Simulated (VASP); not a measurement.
# Ir: single point with HSE06

The system is Ir.

```
CELL_PARAMETERS angstrom
0.00000 1.92201 1.92201
1.92201 0.00000 1.92201
1.92201 1.92201 0.00000
ATOMIC_POSITIONS crystal
Ir 0.00000 0.00000 0.00000
```

```
Program                            : VASP 6.6.1
Task                               : single point
Functional                         : HSE06
Potentials or basis                : VASP PAW PBE potentials, release 64 (Ir)
Cutoff                             : 520 eV
k mesh                             : 6 × 6 × 6
Occupations                        : fermi-dirac, width 0.1 eV
Spin                               : no spin polarisation
Dipole correction                  : no
Grid for exact exchange (PRECFOCK) : Normal
Further INCAR settings             : ALGO = Normal; EDIFF = 1e-06; NBANDS = 10
Screening parameter                : 0.2079 1/Å
```

The pressure is -2.7 GPa.

Levels at points of the mesh, in eV from the Fermi level:
```csv
k point,band 1,band 2,band 3,band 4,band 5,band 6,band 7,band 8,band 9
"(0.00, 0.00, 0.00)",-11.78,-4.09,-4.09,-4.09,-1.33,-1.33,15.92,21.71,21.71
"(0.50, 0.00, 0.00)",-8.61,-4.33,-4.33,-0.47,1.45,1.45,8.71,15.42,21.64
"(0.50, 0.50, 0.00)",-8.55,-7.85,1.09,2.16,2.16,2.28,12.13,13.16,13.16
```

It took 11 min on 1 thread of AMD EPYC 7R43 64-Core Processor (Zen 3) (shared host), peak memory 0.2 GiB.

Caveat: the k points lie up to 0.47 Å⁻¹ apart; the PAW data sets were made with another functional, which shifts forces and pressure a little; spin-orbit coupling is left out, which moves the levels of the heavy elements.
